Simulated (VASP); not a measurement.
# Fe (Fm-3m) in VASP: a series of runs

Fe is run at these levels: PBE; tasks: single point.

All numbers are computed with VASP 6.6.1; they aren't measurements. Logs are shortened: lines on timing, memory, paths and dates and some standing lists are left out, and cuts for length are marked.

## (1) The cell of the first run

It takes space group Fm-3m (No. 225, cubic). The conventional cell has a = 3.646 Å, b = 3.646 Å, c = 3.646 Å, α = 90.00°, β = 90.00°, γ = 90.00°. Fe (site symmetry m-3m) has 12 Fe at 2.58 Å within 3.4 Å.

## (2) Single point, PBE, collinear spin, ferromagnetic start

File INCAR:

```
PREC     = Accurate       # precision mode
ENCUT    = 520            # plane-wave cutoff, eV
EDIFF    = 1E-7           # SCF threshold, eV
ISMEAR   = 0              # smearing method
SIGMA    = 0.05           # smearing width, eV
LREAL    = False          # projectors in reciprocal space
LASPH    = True           # aspherical terms in the spheres
NELM     = 150            # most SCF steps
ALGO     = Normal         # electronic algorithm
ISIF     = 2              # what is computed and relaxed
LWAVE    = False          # write WAVECAR
LCHARG   = False          # write CHGCAR
ISPIN    = 2              # spin polarisation
MAGMOM   = 2.95           # initial moments
LORBIT   = 11             # projections on sites
LMAXMIX  = 4              # l up to which the mixer works
GGA      = PE             # functional
NBANDS   = 14             # bands
```

File KPOINTS:

```
Automatic mesh
0
Gamma
  10 10 10
```

File POSCAR:

```
Fe
1.0
    0.0000000000      1.8229480677      1.8229480677
    1.8229480677      0.0000000000      1.8229480677
    1.8229480677      1.8229480677      0.0000000000
Fe
1
Direct
    0.0000000000      0.0000000000      0.0000000000
```

Potentials or basis: VASP PAW PBE potentials, release 64 (Fe).

Launch:

```bash
$ cat potpaw_PBE.64/Fe/POTCAR > POTCAR
$ mpirun -np 1 vasp_std > vasp.out
```

OUTCAR:

```text
PREC = Accurate
   ENCUT = 520
   EDIFF = 1E-7
   ISMEAR = 0
   LREAL = False
   LASPH = True
   NELM = 150
   ISIF = 2
   ISPIN = 2
   LORBIT = 11
   GGA = PE

 ion  position               nearest neighbor table
   1  0.000  0.000  0.000-

  LATTYP: Found a face centered cubic cell.
 ALAT       =     3.6458961354

  Lattice vectors:

 A1 = (   0.0000000000,   1.8229480677,   1.8229480677)
 A2 = (   1.8229480677,   0.0000000000,   1.8229480677)
 A3 = (   1.8229480677,   1.8229480677,   0.0000000000)

Analysis of symmetry for initial positions (statically):
=====================================================================
 Subroutine PRICEL returns:
 Original cell was already a primitive cell.

 Routine SETGRP: Setting up the symmetry group for a
 face centered cubic supercell.

 Subroutine GETGRP returns: Found 48 space group operations
 (whereof 48 operations were pure point group operations)
 out of a pool of 48 trial point group operations.

The static configuration has the point symmetry O_h .

Analysis of symmetry for dynamics (positions and initial velocities):
=====================================================================
 Subroutine PRICEL returns:
 Original cell was already a primitive cell.

 Routine SETGRP: Setting up the symmetry group for a
 face centered cubic supercell.

 Subroutine GETGRP returns: Found 48 space group operations
 (whereof 48 operations were pure point group operations)
 out of a pool of 48 trial point group operations.

The dynamic configuration has the point symmetry O_h .

Analysis of structural, dynamic, and magnetic symmetry:
=====================================================================
 Subroutine PRICEL returns:
 Original cell was already a primitive cell.

 Routine SETGRP: Setting up the symmetry group for a
 face centered cubic supercell.

 Subroutine GETGRP returns: Found 48 space group operations
 (whereof 48 operations were pure point group operations)
 out of a pool of 48 trial point group operations.

The overall configuration has the point symmetry O_h .

 Subroutine INISYM returns: Found 48 space group operations
 (whereof 48 operations are pure point group operations),
 and found     1 'primitive' translations

----------------------------------------------------------------------------------------

                                     Primitive cell

  volume of cell :      12.1158

  direct lattice vectors                    reciprocal lattice vectors
     0.000000000  1.822948068  1.822948068    -0.274280990  0.274280990  0.274280990
     1.822948068  0.000000000  1.822948068     0.274280990 -0.274280990  0.274280990
     1.822948068  1.822948068  0.000000000     0.274280990  0.274280990 -0.274280990

  length of vectors
     2.578037881  2.578037881  2.578037881     0.475068610  0.475068610  0.475068610

  position of ions in fractional coordinates (direct lattice)
     0.000000000  0.000000000  0.000000000

  ion indices of the primitive-cell ions
   primitive index   ion index
                 1           1

----------------------------------------------------------------------------------------

 KPOINTS: Automatic mesh

Automatic generation of k-mesh.
 Grid dimensions read from file:
 generate k-points for:   10   10   10

 Generating k-lattice:

  Cartesian coordinates                     Fractional coordinates (reciprocal lattice)
    -0.027428099  0.027428099  0.027428099     0.100000000  0.000000000  0.000000000
     0.027428099 -0.027428099  0.027428099     0.000000000  0.100000000  0.000000000
     0.027428099  0.027428099 -0.027428099     0.000000000  0.000000000  0.100000000

  Length of vectors
     0.047506861  0.047506861  0.047506861

  Shift w.r.t. Gamma in fractional coordinates (k-lattice)
     0.000000000  0.000000000  0.000000000

 Subroutine IBZKPT returns following result:
 ===========================================

 Found     47 irreducible k-points:

 Following reciprocal coordinates:
            Coordinates               Weight
  0.000000  0.000000  0.000000      1.000000
  0.100000  0.000000  0.000000      8.000000
  0.200000  0.000000  0.000000      8.000000
  0.300000  0.000000  0.000000      8.000000
  0.400000  0.000000  0.000000      8.000000
  0.500000  0.000000  0.000000      4.000000
[... 16 lines left out ...]
  0.300000  0.300000  0.000000      6.000000
  0.400000  0.300000  0.000000     24.000000
 [... further k-points ...]
   k-points           NKPTS =     47   k-points in BZ     NKDIM =     47   number of bands    NBANDS=     14
   number of dos      NEDOS =    301   number of ions     NIONS =      1
   total plane-waves  NPLWV =   8000
   dimension x,y,z NGX =    20 NGY =   20 NGZ =   20
   dimension x,y,z NGXF=    40 NGYF=   40 NGZF=   40
   ions per type =               1
   NGX,Y,Z   is equivalent  to a cutoff of  12.90, 12.90, 12.90 a.u.
   NGXF,Y,Z  is equivalent  to a cutoff of  25.79, 25.79, 25.79 a.u.
 SYSTEM =  unknown system
   PREC   = accura    normal or accurate (medium, high low for compatibility)
   ISTART =      0    job   : 0-new  1-cont  2-samecut
   ICHARG =      2    charge: 1-file 2-atom 10-const
   ISPIN  =      2    spin polarized calculation?
   LNONCOLLINEAR =      F non collinear calculations
   LSORBIT =      F    spin-orbit coupling
   LASPH  =      T    aspherical Exc in radial PAW
   ENCUT  =  520.0 eV  38.22 Ry    6.18 a.u.   4.79  4.79  4.79*2*pi/ulx,y,z
   NELM   =    150;   NELMIN=  2; NELMDL= -5     # of ELM steps
   EDIFF  = 0.1E-06   stopping-criterion for ELM
   LREAL  =      F    real-space projection
   EDIFFG = 0.1E-05   stopping-criterion for IOM
   NSW    =      0    number of steps for IOM
   IBRION =     -1    ionic relax: 0-MD 1-quasi-New 2-CG
   NFREE  =      0    steps in history (QN), initial steepest desc. (CG)
   ISIF   =      2    stress and relaxation
   ISYM   =      2    0-nonsym 1-usesym 2-fastsym
   POTIM  = 0.5000    time-step for ionic-motion
   TEBEG  =    0.0;   TEEND  =   0.0 temperature during run
   PSTRESS=    0.0 pullay stress
   NELECT =       8.0000    total number of electrons
   NUPDOWN=      -1.0000    fix difference up-down
   EMIN   =  10.00;   EMAX   =-10.00  energy-range for DOS
   EFERMI =   0.00;   METHOD = LEGACY
   ISMEAR =     0;   SIGMA  =   0.05  broadening in eV -4-tet -1-fermi 0-gaus
   EFERMI_NEDOS =   21; number of points for ismear=-14 and -15
   IALGO  =     38    algorithm
   IMIX   =      4    mixing-type and parameters
     AMIX     =   0.40;   BMIX     =  1.00
     AMIX_MAG =   1.60;   BMIX_MAG =  1.00
  volume/ion in A,a.u.               =      12.12        81.76
  Fermi-wavevector in a.u.,A,eV,Ry     =   1.425566  2.693928 27.650266  2.032237
  Thomas-Fermi vector in A             =   2.545936
   LORBIT       =     11    0 simple, 1 ext, 2 COOP (PROOUT), +10 PAW based schemes
   GGA     = PE    functional components
   LHFCALC =     F    Hartree Fock is set to
   AEXX    =    0.0000 exact exchange contribution
   IVDW    =     0    specifies the selected vdW correction
   LEPSILON=     F    determine dielectric tensor
   LRPA    =     F    only Hartree local field effects (RPA)
 spin polarized calculation
 Gauss-broadening in eV      SIGMA  =   0.05
  energy-cutoff  :      520.00
  volume of cell :       12.12
 maximum number of plane-waves:       332
   NGX =  9   NGY =  9   NGZ =  9

 number of electron       8.0000007 magnetization       2.6378754

 Free energy of the ion-electron system (eV)
  ---------------------------------------------------
  ext. energy  EPLUGINS =         0.00000000
  ---------------------------------------------------
  free energy    TOTEN  =        -8.08181731 eV

  energy without entropy =       -8.08080319  energy(sigma->0) =       -8.08131025

 E-fermi :   5.3893     XC(G=0): -12.7408

 val. band max:        5.3766812938   @ k =   0.0000   0.0000   0.0000
 cond. band min:       5.4051713977   @ k =   0.5000   0.0000   0.0000
 fundamental gap:      0.0284901039
 Fermi energy:         5.3892700604

 spin component 1

 k-point     1 :       0.0000    0.0000    0.0000
  band No.  band energies     occupation
      1      -2.9152      1.00000
      2       2.9689      1.00000
      3       2.9689      1.00000
      4       2.9689      1.00000
      5       3.9257      1.00000
      6       3.9257      1.00000
      7      27.1403      0.00000
      8      31.1027      0.00000
      9      31.1027      0.00000
     10      31.1027      0.00000
     11      33.8644      0.00000
     12      33.8644      0.00000
     13      33.8644      0.00000
     14      36.5245      0.00000

 k-point     2 :       0.1000    0.0000    0.0000
  band No.  band energies     occupation
      1      -2.5459      1.00000
      2       2.8673      1.00000
      3       3.0550      1.00000
      4       3.0550      1.00000
      5       3.8939      1.00000
      6       3.8939      1.00000
      7      25.8769      0.00000
      8      28.5499      0.00000
      9      30.5015      0.00000
     10      30.5015      0.00000
     11      34.7896      0.00000
     12      34.7896      0.00000
     13      34.8389      0.00000
     14      39.5837      0.00000
[... 343 lines left out ...]
      1       0.3076      1.00000
      2       1.7026      1.00000
      3       3.7367      1.00000
      4       4.2218      1.00000
      5       4.2218      1.00000
      6       4.4215      1.00000
      7      21.8756      0.00000
      8      22.2415      0.00000
      9      22.2415      0.00000
     10      24.7124      0.00000
     11      28.9013      0.00000
     12      43.5124      0.00000
     13      43.5124      0.00000
     14      45.4464      0.00000

 k-point    24 :       0.4000    0.3000    0.0000
  band No.  band energies     occupation
      1       0.6998      1.00000
      2       1.5319      1.00000
      3       3.7423      1.00000
      4       4.2040      1.00000
      5       4.7751      1.00000
      6       5.5927      0.00000
      7      18.7253      0.00000
      8      19.7899      0.00000
      9      21.3904      0.00000
     10      25.4829      0.00000
     11      29.8412      0.00000
     12      42.6648      0.00000
     13      43.2307      0.00000
     14      47.8647      0.00000

 [... further k-points ...]

 spin component 2

 k-point     1 :       0.0000    0.0000    0.0000
  band No.  band energies     occupation
      1      -2.6688      1.00000
      2       5.3766      0.63982
      3       5.3767      0.63914
      4       5.3767      0.63910
      5       6.9666      0.00000
      6       6.9667      0.00000
      7      26.7438      0.00000
      8      31.5099      0.00000
      9      31.5099      0.00000
     10      31.5099      0.00000
     11      34.6134      0.00000
     12      34.6134      0.00000
     13      34.6134      0.00000
     14      35.8929      0.00000

 k-point     2 :       0.1000    0.0000    0.0000
  band No.  band energies     occupation
      1      -2.2970      1.00000
      2       5.2247      1.00000
      3       5.4772      0.00643
      4       5.4773      0.00641
      5       6.9175      0.00000
      6       6.9176      0.00000
      7      25.9921      0.00000
      8      28.6198      0.00000
      9      31.0626      0.00000
     10      31.0626      0.00000
     11      34.9041      0.00000
     12      35.3406      0.00000
     13      35.3407      0.00000
     14      39.5822      0.00000
[... 343 lines left out ...]
      1       1.0389      1.00000
      2       3.7732      1.00000
      3       5.8323      0.00000
      4       6.7876      0.00000
      5       6.7876      0.00000
      6       7.5443      0.00000
      7      22.5086      0.00000
      8      22.9197      0.00000
      9      22.9197      0.00000
     10      25.3133      0.00000
     11      29.8400      0.00000
     12      43.5733      0.00000
     13      43.5733      0.00000
     14      45.5645      0.00000

 k-point    24 :       0.4000    0.3000    0.0000
  band No.  band energies     occupation
      1       1.9331      1.00000
      2       3.5342      1.00000
      3       5.6741      0.00000
      4       6.9685      0.00000
      5       7.7362      0.00000
      6       7.7547      0.00000
      7      19.4835      0.00000
      8      20.6684      0.00000
      9      22.0312      0.00000
     10      26.1132      0.00000
     11      30.6225      0.00000
     12      43.0555      0.00000
     13      43.3569      0.00000
     14      48.1594      0.00000

 [... further k-points ...]
[... 5 lines left out ...]
  --------------------------------------------------------------------------------------
  -------------------------------------------------------------------------------------
  Total       -0.0127843     -0.0127843     -0.0127843      0.0000000      0.0000000     -0.0000000
  in kB       -1.6905724     -1.6905724     -1.6905724      0.0000000      0.0000000     -0.0000000
  external PRESSURE =      -1.6905724 kB  Pullay stress =       0.0000000 kB

 VOLUME and BASIS-vectors are now :
 -----------------------------------------------------------------------------
  energy-cutoff  :      520.00
  volume of cell :       12.12
      direct lattice vectors                 reciprocal lattice vectors
     0.000000000  1.822948068  1.822948068    -0.274280990  0.274280990  0.274280990
     1.822948068  0.000000000  1.822948068     0.274280990 -0.274280990  0.274280990
     1.822948068  1.822948068  0.000000000     0.274280990  0.274280990 -0.274280990

 POSITION                                       TOTAL-FORCE (eV/Angst)
 -----------------------------------------------------------------------------------
      0.00000      0.00000      0.00000         0.000000     -0.000000     -0.000000
 -----------------------------------------------------------------------------------
    total drift:                                0.000000      0.000000      0.000000

  FREE ENERGIE OF THE ION-ELECTRON SYSTEM (eV)
  ---------------------------------------------------
  free  energy   TOTEN  =        -8.0818173095 eV

  energy  without entropy=       -8.0808031872  energy(sigma->0) =       -8.08131025

 total charge

# of ion       s       p       d       tot
------------------------------------------
    1        0.471   0.496   6.175   7.142

 magnetization (x)

# of ion       s       p       d       tot
------------------------------------------
    1       -0.016  -0.051   2.704   2.637
```

Wall time 52 s (1 thread of Intel Xeon 8259CL, shared host); peak memory 0.14 GiB.

What came out:

```yaml
Free_energy: -8.0818 eV
Pressure: -0.2 GPa
Net_moment: 2.64 μB per cell
Site_moments: Fe +2.64 μB
Valence_electrons_inside_the_program's_atomic_spheres: Fe 7.14
```

Levels at points of the mesh, in eV from the Fermi level:
Spin up:
```csv
k point,band 3,band 4,band 5,band 6,band 7,band 8
"(0.00, 0.00, 0.00)",-2.42,-2.42,-1.46,-1.46,21.75,25.71
"(0.50, 0.00, 0.00)",-2.58,-0.55,-0.55,-0.12,5.94,20.38
"(0.50, 0.50, 0.00)",-0.70,-0.27,-0.27,2.48,9.15,13.99
```
Spin down:
```tsv
k point	band 1	band 2	band 3	band 4	band 5	band 6
(0.00, 0.00, 0.00)	-8.06	-0.01	-0.01	-0.01	1.58	1.58
(0.50, 0.00, 0.00)	-3.37	0.02	0.02	0.02	2.36	2.36
(0.50, 0.50, 0.00)	-3.10	-2.35	2.47	2.49	2.49	2.72
```

## (3) Single point, PBE, collinear spin, ferromagnetic start

This run uses another cell than the first one, of 12.18 Å³/atom, 1.005 times its volume.

INCAR: that of step 2 with these lines changed.

```diff
@@ -2,3 +2,3 @@
 ENCUT    = 520            # plane-wave cutoff, eV
-EDIFF    = 1E-7           # SCF threshold, eV
+EDIFF    = 1E-6           # SCF threshold, eV
 ISMEAR   = 0              # smearing method
@@ -8,3 +8,3 @@
 NELM     = 150            # most SCF steps
-ALGO     = Normal         # electronic algorithm
+ALGO     = Fast           # electronic algorithm
 ISIF     = 2              # what is computed and relaxed
@@ -13,3 +13,3 @@
 ISPIN    = 2              # spin polarisation
-MAGMOM   = 2.95           # initial moments
+MAGMOM   = 2.92           # initial moments
 LORBIT   = 11             # projections on sites
```

File KPOINTS:

```
regular mesh
0
Gamma
  10 10 10
```

File POSCAR:

```
Fe
1.0
    0.0000000000      1.8261246691      1.8261246691
    1.8261246691      0.0000000000      1.8261246691
    1.8261246691      1.8261246691      0.0000000000
Fe
1
Direct
    0.0000000000      0.0000000000      0.0000000000
```

Potentials or basis: VASP PAW PBE potentials, release 64 (Fe).

Launch:

```bash
$ cat potpaw_PBE.64/Fe/POTCAR > POTCAR
$ mpirun -np 1 vasp_std > vasp.out
```

Wall time 46 s (1 thread of Intel Xeon 8259CL, shared host); peak memory 0.14 GiB.

The run converged. Its results:

```yaml
Free_energy: -8.0816 eV
Pressure: -1.7 GPa
Net_moment: 2.64 μB per cell
Site_moments: Fe +2.64 μB
Valence_electrons_inside_the_program's_atomic_spheres: Fe 7.13
```

Levels at points of the mesh, in eV from the Fermi level:
Spin up:
```tsv
k point	band 3	band 4	band 5	band 6	band 7	band 8
(0.00, 0.00, 0.00)	-2.42	-2.42	-1.47	-1.47	21.70	25.63
(0.50, 0.00, 0.00)	-2.58	-0.56	-0.56	-0.13	5.88	20.33
(0.50, 0.50, 0.00)	-0.71	-0.29	-0.29	2.46	9.09	13.93
```
Spin down:
```tsv
k point	band 1	band 2	band 3	band 4	band 5	band 6	band 7	band 8
(0.00, 0.00, 0.00)	-8.04	-0.01	-0.01	-0.01	1.57	1.57	21.30	26.03
(0.50, 0.00, 0.00)	-3.36	0.01	0.02	0.02	2.34	2.34	7.58	19.97
(0.50, 0.50, 0.00)	-3.08	-2.34	2.46	2.47	2.47	2.69	10.65	14.42
```
